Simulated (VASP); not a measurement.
The system is AlNi.

```xyz
2
Lattice="1.9387 -1.9532 0.0000 1.9387 1.9532 0.0000 0.0000 0.0000 3.0994" Properties=species:S:1:pos:R:3 pbc="T T T"
Al    0.0000    0.0000    0.0000
Ni    1.9387    0.0000    1.5497
```

Program: VASP 6.6.1. Alike in all runs: task single point; level r2SCAN; potentials or basis VASP PAW PBE potentials, release 64 (Al, Ni); no spin polarisation; cell as given; cutoff (eV) 520.

Question: Order these runs on this cell by their pressure, lowest first.
A. k mesh 16 × 16 × 14; smearing gaussian 0.05 eV
B. k mesh 2 × 2 × 2; smearing gaussian 0.1 eV
C. k mesh 1 × 1 × 1; smearing gaussian 0.1 eV

Answer: C (-4.8 GPa), A (0.3 GPa), B (3.8 GPa).

Caveats: some runs use coarse meshes; the PAW data sets were made with another functional, which shifts forces and pressure a little.
